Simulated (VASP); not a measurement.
A run of VASP 6.6.1 is set up as follows.

File INCAR:

```
SYSTEM = BaZrO3
PREC = Accurate ; ENCUT = 520
EDIFF = 1E-8 ; ISMEAR = 0
SIGMA = 0.01 ; LREAL = .FALSE.
LASPH = .TRUE. ; NELM = 100
ALGO = Normal ; ISIF = 2
LWAVE = .FALSE. ; LCHARG = .FALSE.
NBANDS = 28 ; IBRION = 8
NSW = 1
```

KPOINTS

```
regular mesh
0
G
  4 4 4
  0 0 0
```

Contents of POSCAR:

```
BaZrO3
1.0
    4.1473627242      0.0000000000      0.0000000000
    0.0000000000      4.1473627242      0.0000000000
    0.0000000000      0.0000000000      4.1473627242
Ba Zr O
1 1 3
Direct
    0.0000000000      0.0000000000      0.0000000000
    0.5000000000      0.5000000000      0.5000000000
    0.0000000000      0.5000000000      0.5000000000
    0.5000000000      0.0000000000      0.5000000000
    0.5000000000      0.5000000000      0.0000000000
```

Potentials or basis: VASP PAW LDA potentials, release 64 (Ba_sv, Zr_sv, O).

The run is started by

```bash
$ cat potpaw_LDA.64/Ba_sv/POTCAR potpaw_LDA.64/Zr_sv/POTCAR potpaw_LDA.64/O/POTCAR > POTCAR
$ mpirun -np 1 vasp_std > vasp.out
```

Task: Estimate the highest phonon frequency at Γ, LO-TO splitting left out.

Result: 534 cm⁻¹.

Phonon frequencies in cm⁻¹ (negative: imaginary):
```csv
q point,frequencies
"(0.000, 0.000, 0.000)",0 0 0 104 104 104 164 164 164 184 184 184 534 534 534
```

Caveat: the k points lie up to 0.38 Å⁻¹ apart; the cell wasn't relaxed at this level first, which shifts response properties.
